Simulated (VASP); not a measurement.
The system is LiF (Griceite).

```
Li F
1.0
     0.00000    1.99487    1.99487
     1.99487    0.00000    1.99487
     1.99487    1.99487    0.00000
Li F
1 1
Direct
  0.00000 0.00000 0.00000
  0.50000 0.50000 0.50000
```

Base run:

| Property | Result |
| --- | --- |
| Program | VASP 6.6.1 |
| Functional | r2SCAN |
| Potentials or basis | VASP PAW PBE potentials, release 64 (Li_sv, F) |
| Cutoff | 520 eV |
| k mesh | 10 × 10 × 10 |
| Occupations | gaussian, width 0.01 eV |
| Spin | no spin polarisation |

Its results: band gap on the k mesh 10.55 eV, direct.

Q: The run is repeated on the same cell with these changes: functional from r2SCAN to PBE; occupations from gaussian, width 0.01 eV to fermi-dirac, width 0.02 eV. What comes out?

A: Band gap on the k mesh 9.35 eV, direct.

A k mesh can miss the band edges.
